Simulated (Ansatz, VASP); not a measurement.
Two plane-wave programs on CdS

```
Cd S
1.0
     0.00000    2.91650    2.91650
     2.91650    0.00000    2.91650
     2.91650    2.91650    0.00000
Cd S
1 1
Direct
  0.00000 0.00000 0.00000
  0.75000 0.75000 0.75000
```

Alike in both runs: task relaxation of cell and atoms; functional SVWN5; k mesh 8 × 8 × 8; occupations fermi-dirac, width 0.05 eV; no spin polarisation.

|  | VASP | Ansatz |
| --- | --- | --- |
| version | VASP 6.6.1 | Ansatz 0.2.0 |
| potentials or method | VASP PAW PBE potentials, release 64 (Cd, S) | Ansatz PAW |
| plane-wave cutoff (eV) | 600 | 420 |
| valence electrons in the cell | 18 | 26 |

```tsv
	VASP	Ansatz	Ansatz less VASP
relaxed volume (Å³/atom)	24.00	23.83	-0.168
relaxed cell length with the largest relative difference (Å)	4.079	4.070	-0.0096
```

VASP's potentials were made for PBE, not for SVWN5. VASP's potentials hold 18 valence electrons a cell and Ansatz's 26, so a difference there can come from the potentials and not from the codes.

Noted on Ansatz's run: the plane-wave basis is chosen anew once the cell has moved, so the energies of steps on either side of that aren't comparable.
